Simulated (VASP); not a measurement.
Here is a VASP 6.6.1 calculation.

INCAR

```
PREC = Accurate
ENCUT = 520
EDIFF = 1E-6
ISMEAR = -1
SIGMA = 0.05
LREAL = F
LASPH = T
NELM = 60
ALGO = Normal
ISIF = 2
LWAVE = F
LCHARG = F
GGA = PE
NBANDS = 16
```

KPOINTS

```
regular mesh
0
Gamma
  9 9 9
```

File POSCAR:

```
Al2Cu
1.0
   -2.0437838356      2.0437838356      2.8699759675
    2.0437838356     -2.0437838356      2.8699759675
    2.0437838356      2.0437838356     -2.8699759675
Cu Al
1 2
Direct
    0.5000000000      0.5000000000      0.0000000000
    0.2500000000      0.7500000000      0.5000000000
    0.7500000000      0.2500000000      0.5000000000
```

Potentials or basis: VASP PAW PBE potentials, release 64 (Cu, Al).

The run is started by

```sh
$ cat potpaw_PBE.64/Cu/POTCAR potpaw_PBE.64/Al/POTCAR > POTCAR
$ mpirun -np 1 vasp_std > vasp.out
```

Problem. Predict the pressure.

Solution. 1.0 GPa.

Stress tensor (GPa, compression positive):
```
0.91 0.00 0.00
0.00 0.91 0.00
0.00 0.00 1.05
```
